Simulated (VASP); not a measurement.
# ZnO (Fm-3m) in VASP: notebook

Aim: see how the results for ZnO move with the level of theory and the settings. Levels: PBE, PBE+D3(BJ). Tasks: single point.

All numbers are computed with VASP 6.6.1; they aren't measurements. Logs are shortened: lines on timing, memory, paths and dates and some standing lists are left out, and cuts for length are marked.

### Step 1. The cell of the first run

It takes space group Fm-3m (No. 225, cubic). Conventional cell: a = 4.149 Å, b = 4.149 Å, c = 4.149 Å, α = 90.00°, β = 90.00°, γ = 90.00°. Within 2.7 Å of Zn (site symmetry m-3m) lie 6 O at 2.07 Å. Within 2.7 Å of O (site symmetry m-3m) lie 6 Zn at 2.07 Å.

### Step 2. Single point, PBE (volume scaled by 0.88)

Contents of INCAR:

```
  PREC = Accurate
  ENCUT = 520
  EDIFF = 1E-6
  ISMEAR = 0
  SIGMA = 0.02
  LREAL = False
  LASPH = True
  NELM = 60
  ALGO = Normal
  ISIF = 2
  LWAVE = False
  LCHARG = False
  GGA = PE
  NBANDS = 16
```

Contents of KPOINTS:

```
Automatic mesh
0
Gamma
  12 12 12
```

Contents of POSCAR:

```
ZnO
1.0
    0.0000000000      2.0745519251      2.0745519251
    2.0745519251      0.0000000000      2.0745519251
    2.0745519251      2.0745519251      0.0000000000
Zn O
1 1
Direct
    0.0000000000      0.0000000000      0.0000000000
    0.5000000000      0.5000000000      0.5000000000
```

Potentials or basis: VASP PAW PBE potentials, release 64 (Zn, O).

Run with:

```sh
cat potpaw_PBE.64/Zn/POTCAR potpaw_PBE.64/O/POTCAR > POTCAR
mpirun -np 1 vasp_std > vasp.out
```

OUTCAR:

```text
PREC = Accurate
   ENCUT = 520
   EDIFF = 1E-6
   ISMEAR = 0
   LREAL = False
   LASPH = True
   NELM = 60
   ISIF = 2
   GGA = PE

 ion  position               nearest neighbor table
   1  0.000  0.000  0.000-   2 2.07   2 2.07   2 2.07   2 2.07   2 2.07   2 2.07
   2  0.500  0.500  0.500-   1 2.07   1 2.07   1 2.07   1 2.07   1 2.07   1 2.07

  LATTYP: Found a face centered cubic cell.
 ALAT       =     4.1491038502

  Lattice vectors:

 A1 = (   0.0000000000,   2.0745519251,   2.0745519251)
 A2 = (   2.0745519251,   0.0000000000,   2.0745519251)
 A3 = (   2.0745519251,   2.0745519251,   0.0000000000)

Analysis of symmetry for initial positions (statically):
=====================================================================
 Subroutine PRICEL returns:
 Original cell was already a primitive cell.

 Routine SETGRP: Setting up the symmetry group for a
 face centered cubic supercell.

 Subroutine GETGRP returns: Found 48 space group operations
 (whereof 48 operations were pure point group operations)
 out of a pool of 48 trial point group operations.

The static configuration has the point symmetry O_h .

Analysis of symmetry for dynamics (positions and initial velocities):
=====================================================================
 Subroutine PRICEL returns:
 Original cell was already a primitive cell.

 Routine SETGRP: Setting up the symmetry group for a
 face centered cubic supercell.

 Subroutine GETGRP returns: Found 48 space group operations
 (whereof 48 operations were pure point group operations)
 out of a pool of 48 trial point group operations.

The dynamic configuration has the point symmetry O_h .

 Subroutine INISYM returns: Found 48 space group operations
 (whereof 48 operations are pure point group operations),
 and found     1 'primitive' translations

----------------------------------------------------------------------------------------

                                     Primitive cell

  volume of cell :      17.8568

  direct lattice vectors                    reciprocal lattice vectors
     0.000000000  2.074551925  2.074551925    -0.241015900  0.241015900  0.241015900
     2.074551925  0.000000000  2.074551925     0.241015900 -0.241015900  0.241015900
     2.074551925  2.074551925  0.000000000     0.241015900  0.241015900 -0.241015900

[... 68 lines left out ...]
   dimension x,y,z NGX =    24 NGY =   24 NGZ =   24
   dimension x,y,z NGXF=    48 NGYF=   48 NGZF=   48
   ions per type =               1   1
   NGX,Y,Z   is equivalent  to a cutoff of  13.60, 13.60, 13.60 a.u.
   NGXF,Y,Z  is equivalent  to a cutoff of  27.20, 27.20, 27.20 a.u.
 SYSTEM =  unknown system
   PREC   = accura    normal or accurate (medium, high low for compatibility)
   ISTART =      0    job   : 0-new  1-cont  2-samecut
   ICHARG =      2    charge: 1-file 2-atom 10-const
   ISPIN  =      1    spin polarized calculation?
   LNONCOLLINEAR =      F non collinear calculations
   LSORBIT =      F    spin-orbit coupling
   LASPH  =      T    aspherical Exc in radial PAW
   ENCUT  =  520.0 eV  38.22 Ry    6.18 a.u.   5.46  5.46  5.46*2*pi/ulx,y,z
   NELM   =     60;   NELMIN=  2; NELMDL= -5     # of ELM steps
   EDIFF  = 0.1E-05   stopping-criterion for ELM
   LREAL  =      F    real-space projection
[... 7 lines left out ...]
   TEBEG  =    0.0;   TEEND  =   0.0 temperature during run
   PSTRESS=    0.0 pullay stress
   NELECT =      18.0000    total number of electrons
   NUPDOWN=      -1.0000    fix difference up-down
   EMIN   =  10.00;   EMAX   =-10.00  energy-range for DOS
   EFERMI =   0.00;   METHOD = LEGACY
   ISMEAR =     0;   SIGMA  =   0.02  broadening in eV -4-tet -1-fermi 0-gaus
   EFERMI_NEDOS =   21; number of points for ismear=-14 and -15
   IALGO  =     38    algorithm
   IMIX   =      4    mixing-type and parameters
     AMIX     =   0.40;   BMIX     =  1.00
     AMIX_MAG =   1.60;   BMIX_MAG =  1.00
  volume/ion in A,a.u.               =       8.93        60.25
  Fermi-wavevector in a.u.,A,eV,Ry     =   1.641464  3.101917 36.659592  2.694404
  Thomas-Fermi vector in A             =   2.731930
   LORBIT       =      0    0 simple, 1 ext, 2 COOP (PROOUT), +10 PAW based schemes
   GGA     = PE    functional components
   LHFCALC =     F    Hartree Fock is set to
   AEXX    =    0.0000 exact exchange contribution
   IVDW    =     0    specifies the selected vdW correction
   LEPSILON=     F    determine dielectric tensor
   LRPA    =     F    only Hartree local field effects (RPA)
 non-spin polarized calculation
 Gauss-broadening in eV      SIGMA  =   0.02
  energy-cutoff  :      520.00
  volume of cell :       17.86
 maximum number of plane-waves:       531
 NGX is ok and might be reduce to    24

 number of electron      18.0000007 magnetization

 Free energy of the ion-electron system (eV)
  ---------------------------------------------------
  ext. energy  EPLUGINS =         0.00000000
  ---------------------------------------------------
  free energy    TOTEN  =        -8.41751867 eV

  energy without entropy =       -8.41751867  energy(sigma->0) =       -8.41751867

 E-fermi :   3.9067     XC(G=0): -12.8330

 val. band max:        3.7716752884   @ k =   0.5000   0.0000   0.0000
 cond. band min:       5.0974262658   @ k =   0.0000   0.0000   0.0000
 fundamental gap:      1.3257509774
 Fermi energy:         3.9066701468

 k-point     1 :       0.0000    0.0000    0.0000
  band No.  band energies     occupation
      1     -15.7634      2.00000
      2      -1.2972      2.00000
      3      -1.2972      2.00000
      4      -1.2972      2.00000
      5      -1.0348      2.00000
      6      -1.0348      2.00000
[... 433 lines left out ...]
      3      -2.4571      2.00000
      4      -2.3972      2.00000
      5      -0.7926      2.00000
      6      -0.7867      2.00000
[... 8 lines left out ...]
     15      27.9776      0.00000
     16      28.4011      0.00000

 [... further k-points ...]
[... 5 lines left out ...]
  --------------------------------------------------------------------------------------
  -------------------------------------------------------------------------------------
  Total        3.3500724      3.3500724      3.3500724     -0.0000000     -0.0000000     -0.0000000
  in kB      300.5812270    300.5812270    300.5812270     -0.0000000     -0.0000000     -0.0000000
  external PRESSURE =     300.5812270 kB  Pullay stress =       0.0000000 kB

 VOLUME and BASIS-vectors are now :
 -----------------------------------------------------------------------------
  energy-cutoff  :      520.00
  volume of cell :       17.86
      direct lattice vectors                 reciprocal lattice vectors
     0.000000000  2.074551925  2.074551925    -0.241015900  0.241015900  0.241015900
     2.074551925  0.000000000  2.074551925     0.241015900 -0.241015900  0.241015900
     2.074551925  2.074551925  0.000000000     0.241015900  0.241015900 -0.241015900

 POSITION                                       TOTAL-FORCE (eV/Angst)
 -----------------------------------------------------------------------------------
      0.00000      0.00000      0.00000        -0.000000      0.000000     -0.000000
      2.07455      2.07455      2.07455         0.000000     -0.000000      0.000000
 -----------------------------------------------------------------------------------
    total drift:                                0.000000     -0.000000     -0.000000

  FREE ENERGIE OF THE ION-ELECTRON SYSTEM (eV)
  ---------------------------------------------------
  free  energy   TOTEN  =        -8.4175186682 eV

  energy  without entropy=       -8.4175186682  energy(sigma->0) =       -8.41751867
```

stdout:

```text
POSCAR found type information on POSCAR ZnO
 POSCAR found :  2 types and       2 ions
 scaLAPACK will be used
 LDA part: xc-table for (Slater+PW92), standard interpolation
 POSCAR, INCAR and KPOINTS ok, starting setup
 FFT: planning ... GRIDC
 FFT: planning ... GRID_SOFT
 FFT: planning ... GRID
 WAVECAR not read
 entering main loop
```

Wall time 6.7 s (1 thread of Intel Xeon 6975P-C (Granite Rapids), shared host); peak memory 0.15 GiB.

Results:

| Property | Result |
| --- | --- |
| Free energy | -8.4175 eV |
| Pressure | 30.1 GPa |
| Band gap on the k mesh | 1.33 eV, indirect (least direct gap 3.08 eV) |

Caveat: the cell differs from its parent crystal (volume scaled by 0.88). A k mesh can miss the band edges.

### Step 3. Single point, PBE

Contents of INCAR:

```
ALGO = Normal ; EDIFF = 1E-6
ENCUT = 520 ; GGA = PE
ISIF = 2 ; ISMEAR = 0
LASPH = T ; LCHARG = F
LREAL = F ; LWAVE = F
NBANDS = 16 ; NELM = 100
PREC = Accurate ; SIGMA = 0.02
```

Contents of KPOINTS:

```
k-points
0
Gamma
  12 12 12
```

Contents of POSCAR:

```
ZnO
1.0
    0.0000000000      2.0978634485      2.0978634485
    2.0978634485      0.0000000000      2.0978634485
    2.0978634485      2.0978634485      0.0000000000
Zn O
1 1
Direct
    0.0000000000      0.0000000000      0.0000000000
    0.5000000000      0.5000000000      0.5000000000
```

Potentials or basis: VASP PAW PBE potentials, release 64 (Zn, O).

Run with:

```sh
cat potpaw_PBE.64/Zn/POTCAR potpaw_PBE.64/O/POTCAR > POTCAR
mpirun -np 1 vasp_std > vasp.out
```

It took 6.7 s on 1 thread of Intel Xeon 6975P-C (Granite Rapids), shared host; peak memory 0.15 GiB.

Results (log left out):

```yaml
Free_energy: -8.5146 eV
Pressure: 20.9 GPa
Band_gap_on_the_k_mesh: 1.16 eV, indirect (least direct gap 2.76 eV)
```

Levels at points of the mesh, in eV from the valence-band top:
```tsv
k point	band 5	band 6	band 7	band 8	band 9	band 10	band 11	band 12	band 13	band 14
(0.00, 0.00, 0.00)	-4.74	-4.74	-1.61	-1.61	-1.61	1.16	18.32	18.32	18.32	18.50
(0.50, 0.00, 0.00)	-4.50	-4.50	-3.67	0.00	0.00	5.51	9.61	13.11	13.11	19.92
(0.50, 0.50, 0.00)	-4.37	-4.37	-3.98	-3.14	-3.14	4.48	11.04	11.38	16.02	16.02
```

### Step 4. Single point, PBE+D3(BJ)

This run uses another cell than the first one, of 9.23 Å³/atom, 1.034 times its volume.

Contents of INCAR:

```
SYSTEM = ZnO
ALGO = Normal
EDIFF = 1E-6
ENCUT = 520
GGA = PE
ISIF = 2
ISMEAR = 0
IVDW = 12
LASPH = .True.
LCHARG = .False.
LREAL = .False.
LWAVE = .False.
NBANDS = 16
NELM = 80
PREC = Accurate
SIGMA = 0.02
```

Contents of KPOINTS:

```
k-points
0
Gamma
  12 12 12
  0 0 0
```

POSCAR is that of step 3.

Run with:

```sh
cat potpaw_PBE.64/Zn/POTCAR potpaw_PBE.64/O/POTCAR > POTCAR
mpirun -np 1 vasp_std > vasp.out
```

Run time: 6.8 s. Hardware: 1 thread of Intel Xeon 6975P-C (Granite Rapids), shared host; peak memory 0.16 GiB.

Results (log left out):

```yaml
Free_energy: -9.0923 eV
Pressure: 15.7 GPa
Band_gap_on_the_k_mesh: 1.16 eV, indirect (least direct gap 2.76 eV)
Dispersion_energy_per_atom: -0.289 eV
```

Levels at points of the mesh, in eV from the valence-band top:
| k point | band 5 | band 6 | band 7 | band 8 | band 9 | band 10 | band 11 | band 12 | band 13 | band 14 |
| --- | --- | --- | --- | --- | --- | --- | --- | --- | --- | --- |
| (0.00, 0.00, 0.00) | -4.74 | -4.74 | -1.61 | -1.61 | -1.61 | 1.16 | 18.32 | 18.32 | 18.32 | 18.50 |
| (0.50, 0.00, 0.00) | -4.50 | -4.50 | -3.67 | 0.00 | 0.00 | 5.51 | 9.61 | 13.11 | 13.11 | 19.92 |
| (0.50, 0.50, 0.00) | -4.37 | -4.37 | -3.98 | -3.14 | -3.14 | 4.48 | 11.04 | 11.38 | 16.02 | 16.02 |

### Step 5. Overview

| level | cell | gap on the mesh (eV) | pressure (GPa) |
| --- | --- | --- | --- |
| PBE | a = 2.934 Å, angles 60.0°, 2 atoms | 1.33 | 30.1 |
| PBE | a = 2.967 Å, angles 60.0°, 2 atoms | 1.16 | 20.9 |
| PBE+D3(BJ) | a = 2.967 Å, angles 60.0°, 2 atoms | 1.16 | 15.7 |

Alike in all rows: task single point; potentials or basis VASP PAW PBE potentials, release 64 (Zn, O); no spin polarisation; k mesh 12 × 12 × 12; cutoff (eV) 520; smearing gaussian 0.02 eV.

Absolute energies hang on the potentials; compare differences alone.
